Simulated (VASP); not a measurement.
A run of VASP 6.6.1:

POSCAR

```
K
1.0
   -2.6699463634      2.6699463634      2.6699463634
    2.6699463634     -2.6699463634      2.6699463634
    2.6699463634      2.6699463634     -2.6699463634
K
1
Direct
    0.0000000000      0.0000000000      0.0000000000
```

The input INCAR.step1:

```
PREC     = Accurate       # precision mode
ENCUT    = 520            # plane-wave cutoff, eV
ISMEAR   = -1             # smearing method
SIGMA    = 0.01           # smearing width, eV
LREAL    = F              # projectors in reciprocal space
LASPH    = T              # aspherical terms in the spheres
NELM     = 100            # most SCF steps
NBANDS   = 10             # bands
GGA      = PE             # functional
ALGO     = Normal         # electronic algorithm
EDIFF    = 1E-4           # SCF threshold, eV
LWAVE    = T              # write WAVECAR
LCHARG   = F              # write CHGCAR
```

INCAR.step2

```
PREC     = Accurate       # precision mode
ENCUT    = 520            # plane-wave cutoff, eV
EDIFF    = 1E-6           # SCF threshold, eV
ISMEAR   = -1             # smearing method
SIGMA    = 0.01           # smearing width, eV
LREAL    = F              # projectors in reciprocal space
LASPH    = T              # aspherical terms in the spheres
NELM     = 100            # most SCF steps
ALGO     = Normal         # electronic algorithm
ISIF     = 2              # what is computed and relaxed
LWAVE    = F              # write WAVECAR
LCHARG   = T              # write CHGCAR
METAGGA  = R2SCAN         # meta-GGA
LMIXTAU  = T            
LELF     = T              # ELF
LVHAR    = T            
NBANDS   = 10             # bands
ISTART   = 1
```

The input KPOINTS:

```
regular mesh
0
Gamma
  8 8 8
```

Potentials or basis: VASP PAW PBE potentials, release 64 (K_sv).

Launch:

```sh
$ cat potpaw_PBE.64/K_sv/POTCAR > POTCAR
$ cp INCAR.step1 INCAR
$ mpirun -np 1 vasp_std > vasp.out
$ cp INCAR.step2 INCAR
$ mpirun -np 1 vasp_std > vasp.out
```

Hardware: 1 thread of Intel Xeon 6975P-C, on a shared host.

**Question.** How long does it take, and how much memory?

**Answer.** Wall time 65 s on 1 thread of Intel Xeon 6975P-C, on a shared host, peak memory 0.21 GiB. Counts: k points 29.
